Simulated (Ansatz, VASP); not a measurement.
## Sr: VASP beside Ansatz

```
Sr
1.0
     3.86934   -2.22162   -0.03744
     3.86934    2.22162   -0.03744
    -2.71544    0.00000   10.82314
Sr
3
Cartesian
  -1.3577 0.0297 5.4116
  1.2476 -0.0148 1.7690
  3.7756 -0.0148 8.9793
```

Alike in both runs: task single point; functional PBE; k mesh 12 × 12 × 4; occupations gaussian, width 0.1 eV; no spin polarisation.

|  | VASP | Ansatz |
| --- | --- | --- |
| version | VASP 6.6.1 | Ansatz 0.2.0 |
| potentials or method | VASP PAW PBE potentials, release 64 (Sr_sv), cutoff 500 eV | scalar-relativistic, plane waves, PAW |
| valence electrons in the cell | 30 | 30 |

|  | VASP | Ansatz | Ansatz less VASP |
| --- | --- | --- | --- |
| gap on the k mesh at the Fermi level (eV) | none | none | - |
| pressure (GPa) | -1.1 | -1.1 | 0.00 |
| traceless stress, the component that is largest in VASP (GPa) | 0.13 | 0.12 | 0.000 |
| rms of the force components (eV/Å) | 0.019 | 0.019 | 0.0000 |

Atom by atom the forces differ by 0.000 eV/Å (rms over components). A gap of «none» marks a metal or a gap that the smearing closes.
